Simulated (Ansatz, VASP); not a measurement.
One calculation of Al, two programs

```xyz
4
Lattice="2.8436 0.0000 0.0000 -1.4218 2.4626 0.0000 0.0000 0.0000 9.6016" Properties=species:S:1:pos:R:3 pbc="T T T"
Al   -1.4218    2.4626    9.6016
Al   -1.4218    2.4626    4.8008
Al    0.0000    1.6417    2.4004
Al    1.4218    0.8209    7.2012
```

Alike in both runs: task single point; functional BLYP; k mesh 14 × 14 × 4; occupations fermi-dirac, width 0.1 eV; no spin polarisation.

```csv
,VASP,Ansatz
version,VASP 6.6.1,Ansatz 0.2.0
potentials or method,"VASP PAW PBE potentials, release 64 (Al), cutoff 520 eV","plane waves (420 eV) with PAW, scalar-relativistic"
valence electrons in the cell,12,12
```

|  | VASP | Ansatz | Ansatz less VASP |
| --- | --- | --- | --- |
| pressure (GPa) | 2.7 | 2.5 | -0.11 |
| traceless stress, the component that is largest in VASP (GPa) | 0.20 | 0.21 | +0.013 |

VASP's potentials were made for PBE, not for BLYP.
